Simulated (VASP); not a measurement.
# MgAl12 in VASP: single point with LDA

Aim: the single point of MgAl12 with LDA.

Program: VASP 6.6.1. These are calculated values, not measurements. Logs are shortened: lines on timing, memory, paths and dates and some standing lists are left out, and cuts for length are marked.

**1. The cell of the first run**

The cell holds a slab with vacuum, 13 atoms: a = 5.634 Å, b = 5.634 Å, c = 19.604 Å, α = 90.00°, β = 90.00°, γ = 90.00°.

**2. Single point, LDA**

File INCAR:

```
SYSTEM = MgAl12
PREC     = Accurate       ! precision mode
ENCUT    = 520            ! plane-wave cutoff, eV
EDIFF    = 1E-6           ! SCF threshold, eV
ISMEAR   = 0              ! smearing method
SIGMA    = 0.1            ! smearing width, eV
LREAL    = .False.        ! projectors in reciprocal space
LASPH    = .True.         ! aspherical terms in the spheres
NELM     = 60             ! most SCF steps
ALGO     = Normal         ! electronic algorithm
ISIF     = 2              ! what is computed and relaxed
LWAVE    = .False.        ! write WAVECAR
LCHARG   = .False.        ! write CHGCAR
LDIPOL   = .True.       
IDIPOL   = 3            
DIPOL    = 0.5 0.5 0.325
GGA      = CA             ! functional
NBANDS   = 31             ! bands
```

File KPOINTS:

```
Automatic mesh
0
Gamma
  5 5 1
  0 0 0
```

File POSCAR:

```
MgAl12
1.0
    5.6343731020      0.0000000000      0.0000000000
    0.0000000000      5.6343731020      0.0000000000
    0.0000000000      0.0000000000     19.6039189496
Al Mg
12 1
Direct
    0.2500000000      0.2500000000      0.2040408354
    0.2500000000      0.7500000000      0.2040408354
    0.7500000000      0.2500000000      0.2040408354
    0.7500000000      0.7500000000      0.2040408354
    0.0000000000      0.0000000000      0.3086915083
    0.0000000000      0.5000000000      0.3086915083
    0.5000000000      0.0000000000      0.3086915083
    0.5000000000      0.5000000000      0.3086915083
    0.2312226188      0.2300670579      0.4048088420
    0.2348764526      0.7441239961      0.4148721656
    0.7344837921      0.2431941575      0.4183137839
    0.7364310465      0.7429132447      0.4167793301
    0.3333333333      0.4166666667      0.5254004505
```

Potentials or basis: VASP PAW LDA potentials, release 64 (Al, Mg).

Run with:

```bash
> cat potpaw_LDA.64/Al/POTCAR potpaw_LDA.64/Mg/POTCAR > POTCAR
> mpirun -np 1 vasp_std > vasp.out
```

OUTCAR:

```text
SYSTEM = MgAl12
   PREC = Accurate
   ENCUT = 520
   EDIFF = 1E-6
   ISMEAR = 0
   LREAL = .False.
   LASPH = .True.
   NELM = 60
   ISIF = 2
   GGA = CA

 ion  position               nearest neighbor table
   1  0.250  0.250  0.204-   2 2.82   3 2.82   2 2.82   3 2.82   7 2.86   8 2.86   5 2.86   6 2.86

   2  0.250  0.750  0.204-   1 2.82   4 2.82   1 2.82   4 2.82   7 2.86   8 2.86   5 2.86   6 2.86

   3  0.750  0.250  0.204-   1 2.82   4 2.82   4 2.82   1 2.82   7 2.86   8 2.86   5 2.86   6 2.86
[... 4 lines left out ...]
                             1 2.86   2 2.86  11 2.96  12 2.97
   6  0.000  0.500  0.309-   9 2.75   8 2.82   5 2.82   5 2.82   8 2.82  10 2.82   3 2.86   4 2.86
                             1 2.86   2 2.86  12 2.93  11 2.99
   7  0.500  0.000  0.309-   9 2.74   8 2.82   5 2.82   8 2.82   5 2.82   2 2.86   3 2.86   4 2.86
                             1 2.86  11 2.87  12 2.89  10 2.94
   8  0.500  0.500  0.309-   6 2.82   7 2.82   7 2.82   6 2.82  12 2.85   9 2.86   3 2.86   4 2.86
                             1 2.86   2 2.86  10 2.91  11 2.91
   9  0.231  0.230  0.405-   5 2.63  13 2.65   7 2.74  10 2.75   6 2.75  11 2.81  11 2.85   8 2.86
                            10 2.90
  10  0.235  0.744  0.415-   9 2.75  12 2.81   6 2.82  12 2.83   5 2.86  13 2.90   9 2.90   8 2.91
                             7 2.94
  11  0.734  0.243  0.418-   9 2.81  12 2.82  12 2.82   9 2.85   7 2.87   8 2.91   5 2.96   6 2.99
                            13 3.24
  12  0.736  0.743  0.417-  10 2.81  11 2.82  11 2.82  10 2.83   8 2.85   7 2.89   6 2.93   5 2.97

  13  0.333  0.417  0.525-   9 2.65  10 2.90  11 3.24

  LATTYP: Found a simple tetragonal cell.
 ALAT       =     5.6343731020
 C/A-ratio  =     3.4793434149

  Lattice vectors:

 A1 = (   5.6343731020,   0.0000000000,   0.0000000000)
 A2 = (   0.0000000000,   5.6343731020,   0.0000000000)
 A3 = (   0.0000000000,   0.0000000000,  19.6039189496)

Analysis of symmetry for initial positions (statically):
=====================================================================
 Subroutine PRICEL returns:
 Original cell was already a primitive cell.

 Routine SETGRP: Setting up the symmetry group for a
 simple tetragonal supercell.

 Subroutine GETGRP returns: Found  1 space group operations
 (whereof  1 operations were pure point group operations)
 out of a pool of 16 trial point group operations.

The static configuration has the point symmetry C_1 .

Analysis of symmetry for dynamics (positions and initial velocities):
=====================================================================
 Subroutine PRICEL returns:
[... 142 lines left out ...]
  Thomas-Fermi vector in A             =   1.712049
   LORBIT       =      0    0 simple, 1 ext, 2 COOP (PROOUT), +10 PAW based schemes
   GGA     = CA    functional components
   LHFCALC =     F    Hartree Fock is set to
   AEXX    =    0.0000 exact exchange contribution
   IVDW    =     0    specifies the selected vdW correction
   LEPSILON=     F    determine dielectric tensor
   LRPA    =     F    only Hartree local field effects (RPA)
 non-spin polarized calculation
 Gauss-broadening in eV      SIGMA  =   0.10
  energy-cutoff  :      520.00
  volume of cell :      622.35
 maximum number of plane-waves:     16813
 NGX is ok and might be reduce to    42
   NGX = 21   NGY = 21   NGZ = 73

 dipolmoment           0.000000      0.000000      0.060406 electrons x Angstroem

 number of electron      38.0000000 magnetization

 dipolmoment           0.000000      0.000000     -0.160748 electrons x Angstroem

 Free energy of the ion-electron system (eV)
  ---------------------------------------------------
  ext. energy  EPLUGINS =         0.00000000
  ---------------------------------------------------
  free energy    TOTEN  =       -47.22825768 eV

  energy without entropy =      -47.22019072  energy(sigma->0) =      -47.22422420

 E-fermi :   0.0605     XC(G=0):  -4.7832

 val. band max:       -0.0118527857   @ k =   0.2000   0.0000   0.0000
 cond. band min:       0.1523937979   @ k =   0.4000   0.0000   0.0000
 fundamental gap:      0.1642465836
 Fermi energy:         0.0605257199

 k-point     1 :       0.0000    0.0000    0.0000
  band No.  band energies     occupation
      1     -10.4434      2.00000
      2      -8.3332      2.00000
      3      -6.0283      2.00000
      4      -5.8901      2.00000
      5      -5.8260      2.00000
      6      -5.8035      2.00000
[... 431 lines left out ...]
     30       2.8859      0.00000
     31       2.9767      0.00000

------------------------ aborting loop because EDIFF is reached ----------------------------------------

 vacuum level on the upper side and lower side of the slab       (xc-potential included)        -0.760         0.220

  FORCE on cell =-STRESS in cart. coord.  units (eV):
  Direction    XX          YY          ZZ          XY          YZ          ZX
  --------------------------------------------------------------------------------------
  -------------------------------------------------------------------------------------
  Total       -8.1600594     -7.4797930      0.0752870      0.0903959      0.9881043      1.1978155
  in kB      -21.0072788    -19.2559991      0.1938191      0.2327154      2.5437784      3.0836594
  external PRESSURE =     -13.3564863 kB  Pullay stress =       0.0000000 kB

 VOLUME and BASIS-vectors are now :
 -----------------------------------------------------------------------------
  energy-cutoff  :      520.00
  volume of cell :      622.35
      direct lattice vectors                 reciprocal lattice vectors
     5.634373102  0.000000000  0.000000000     0.177482034  0.000000000  0.000000000
     0.000000000  5.634373102  0.000000000     0.000000000  0.177482034  0.000000000
     0.000000000  0.000000000 19.603918950     0.000000000  0.000000000  0.051010209

 POSITION                                       TOTAL-FORCE (eV/Angst)
 -----------------------------------------------------------------------------------
      1.40859      1.40859      4.00000        -0.011077     -0.027410      0.062145
      1.40859      4.22578      4.00000        -0.018034      0.045939      0.022425
      4.22578      1.40859      4.00000         0.037857     -0.048833     -0.034033
      4.22578      4.22578      4.00000         0.044176      0.065442     -0.104156
      0.00000      0.00000      6.05156        -0.324029     -0.226222     -0.184916
      0.00000      2.81719      6.05156        -0.219664      0.068615      0.049646
      2.81719      0.00000      6.05156         0.137539     -0.146924      0.001246
      2.81719      2.81719      6.05156         0.046391      0.019910      0.188579
      1.30279      1.29628      7.93584         0.000567      0.002202      0.002414
      1.32338      4.19267      8.13312         0.000492     -0.002064      0.004530
      4.13836      1.37025      8.20059        -0.000383      0.002240      0.003139
      4.14933      4.18585      8.17051        -0.001924     -0.002550      0.003110
      1.87812      2.34766     10.29991         0.308089      0.249654     -0.014129
 -----------------------------------------------------------------------------------
    total drift:                               -0.000153     -0.000130      0.000044

  FREE ENERGIE OF THE ION-ELECTRON SYSTEM (eV)
  ---------------------------------------------------
  free  energy   TOTEN  =       -47.2282576792 eV

  energy  without entropy=      -47.2201907249  energy(sigma->0) =      -47.22422420

 vacuum level on the upper side and lower side of the slab         3.275         4.280
```

OSZICAR:

```text
N       E                     dE             d eps       ncg     rms          rms(c)
DAV:   1     0.116485929817E+03    0.11649E+03   -0.11187E+04   806   0.858E+02
DAV:   2    -0.415831197816E+02   -0.15807E+03   -0.15073E+03  1074   0.143E+02
DAV:   3    -0.505497858553E+02   -0.89667E+01   -0.87137E+01  1005   0.332E+01
[... 17 lines left out ...]
DAV:  21    -0.472282488480E+02   -0.15130E-04   -0.25029E-06   849   0.404E-03    0.151E-03
DAV:  22    -0.472282540396E+02   -0.51915E-05   -0.10972E-06   745   0.279E-03    0.957E-04
DAV:  23    -0.472282554749E+02   -0.14353E-05   -0.17925E-07   669   0.153E-03    0.640E-04
DAV:  24    -0.472282573045E+02   -0.18296E-05   -0.27101E-07   736   0.132E-03    0.282E-04
DAV:  25    -0.472282576792E+02   -0.37475E-06   -0.81916E-08   662   0.990E-04
   1 F= -.47228258E+02 E0= -.47224224E+02  d E =-.806695E-02
```

stdout:

```text
POSCAR found type information on POSCAR AlMg
 POSCAR found :  2 types and      13 ions
 scaLAPACK will be used
 LDA part: xc-table for (Slater(with rela. corr.)+CA(PZ))
 , standard interpolation
 POSCAR, INCAR and KPOINTS ok, starting setup
 FFT: planning ... GRIDC
 FFT: planning ... GRID_SOFT
 FFT: planning ... GRID
 WAVECAR not read
 entering main loop
```

Wall time 5.8 min (1 thread of Oxide Virtual Turin-like, shared host); peak memory 0.5 GiB.

Results:

| Item | Value |
| --- | --- |
| Free energy | -47.2283 eV |
| Largest force | 0.436 eV/Å |
| Band gap on the k mesh | zero (band 19 reaches 0.58 eV, above the bottom of band 20 at -0.28 eV) |

Forces on the atoms (eV/Å):
```
Al  -0.011 -0.027  0.062
Al  -0.018  0.046  0.022
Al   0.038 -0.049 -0.034
Al   0.044  0.065 -0.104
Al  -0.324 -0.226 -0.185
Al  -0.220  0.069  0.050
Al   0.138 -0.147  0.001
Al   0.046  0.020  0.189
Al   0.001  0.002  0.002
Al   0.000 -0.002  0.005
Al   0.000  0.002  0.003
Al  -0.002 -0.003  0.003
Mg   0.308  0.250 -0.014
```
